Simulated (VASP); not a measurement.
Set up this calculation in VASP 6.6.1, as the native input.

```yaml
Task: single point
Functional: r2SCAN
Potentials_or_basis: VASP PAW PBE potentials, release 64 (Ca_sv, Se)
Cutoff: 550 eV
k_mesh: 8 × 8 × 8
Occupations: gaussian, width 0.01 eV
Spin: no spin polarisation
Dipole_correction: no
Further_INCAR_settings: ALGO = Normal; EDIFF = 1e-06; NBANDS = 15
```

The system is CaSe.

```
Ca Se
1.0
     0.00000    2.96754    2.96754
     3.06457    0.00000    2.96754
     3.06457    2.96754    0.00000
Ca Se
1 1
Direct
  0.00000 0.00000 0.00000
  0.50000 0.50000 0.50000
```

This cell differs from its parent crystal: uniaxial x strain +3.3%.

These files were run (other wordings do the same):

POSCAR

```
CaSe
1.0
    0.0000000000      2.9675351117      2.9675351117
    3.0645735098      0.0000000000      2.9675351117
    3.0645735098      2.9675351117      0.0000000000
Ca Se
1 1
Direct
    0.0000000000      0.0000000000      0.0000000000
    0.5000000000      0.5000000000      0.5000000000
```

INCAR.step1

```
SYSTEM = CaSe
PREC = Accurate
ENCUT = 550
ISMEAR = 0
SIGMA = 0.01
LREAL = .FALSE.
LASPH = .TRUE.
NELM = 120
NBANDS = 15
GGA = PE
ALGO = Normal
EDIFF = 1E-5
LWAVE = .TRUE.
LCHARG = .FALSE.
GGA_COMPAT = .FALSE.
```

INCAR.step2

```
SYSTEM = CaSe
PREC = Accurate
ENCUT = 550
EDIFF = 1E-6
ISMEAR = 0
SIGMA = 0.01
LREAL = .FALSE.
LASPH = .TRUE.
NELM = 120
ALGO = Normal
ISIF = 2
LWAVE = .FALSE.
LCHARG = .FALSE.
METAGGA = R2SCAN
LMIXTAU = .TRUE.
NBANDS = 15
ISTART = 1
GGA_COMPAT = .FALSE.
```

KPOINTS

```
regular mesh
0
G
  8 8 8
  0 0 0
```

Potentials or basis: VASP PAW PBE potentials, release 64 (Ca_sv, Se).

The run is started by

```sh
$ cat potpaw_PBE.64/Ca_sv/POTCAR potpaw_PBE.64/Se/POTCAR > POTCAR
$ cp INCAR.step1 INCAR
$ mpirun -np 1 vasp_std > vasp.out
$ cp INCAR.step2 INCAR
$ mpirun -np 1 vasp_std > vasp.out
```

Results of the run:

The pressure is -1.2 GPa and the band gap on the k mesh is 2.58 eV (least direct gap 3.44 eV).

Caveat: the cell differs from its parent crystal (uniaxial x strain +3.3%); the PAW data sets were made with another functional, which shifts forces and pressure a little.

It took 3.4 min on 1 thread of AMD EPYC 7R43 64-Core Processor (Zen 3), with other jobs on the host, peak memory 0.21 GiB.
